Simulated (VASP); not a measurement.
Here is a VASP 6.6.1 calculation.

File POSCAR:

```
Sr2TeO
1.0
    4.3563053198      0.0000000000      0.0000000000
    0.0000000000      4.3563053198      0.0000000000
    0.0000000000      0.0000000000      6.1723914874
O Sr Te
1 2 1
Direct
    0.0000000000      0.0000000000      0.0000000000
    0.0000000000      0.0000000000      0.5000000000
    0.5000000000      0.5000000000      0.0000000000
    0.5000000000      0.5000000000      0.5000000000
```

File INCAR.step1:

```
SYSTEM = Sr2TeO
ALGO = Normal ; EDIFF = 1E-4
ENCUT = 520 ; GGA = PE
ISMEAR = 0 ; LASPH = .True.
LCHARG = .False. ; LREAL = .False.
LWAVE = .True. ; NBANDS = 24
NELM = 60 ; PREC = Accurate
SIGMA = 0.01
```

INCAR.step2

```
SYSTEM = Sr2TeO
ALGO = Normal ; EDIFF = 1E-7
ENCUT = 520 ; ISIF = 2
ISMEAR = 0 ; ISTART = 1
LASPH = .True. ; LCHARG = .False.
LMIXTAU = .True. ; LREAL = .False.
LWAVE = .False. ; METAGGA = R2SCAN
NBANDS = 24 ; NELM = 60
PREC = Accurate ; SIGMA = 0.01
```

Contents of KPOINTS:

```
k-points
0
Gamma
  4 4 4
  0 0 0
```

Potentials or basis: VASP PAW PBE potentials, release 64 (O, Sr_sv, Te).

Command:

```console
$ cat potpaw_PBE.64/O/POTCAR potpaw_PBE.64/Sr_sv/POTCAR potpaw_PBE.64/Te/POTCAR > POTCAR
$ cp INCAR.step1 INCAR
$ mpirun -np 1 vasp_std > vasp.out
$ cp INCAR.step2 INCAR
$ mpirun -np 1 vasp_std > vasp.out
```

Task: Predict the band gap on the k mesh.

Result: 1.82 eV, direct.

Task: Estimate the pressure.

Result: 0.2 GPa.

Stress tensor (GPa, compression positive):
```
0.20 0.00 0.00
0.00 0.20 0.00
0.00 0.00 0.11
```

Caveat: the PAW data sets were made with another functional, which shifts forces and pressure a little; spin-orbit coupling is left out, which moves the levels of the heavy elements. A k mesh can miss the band edges.
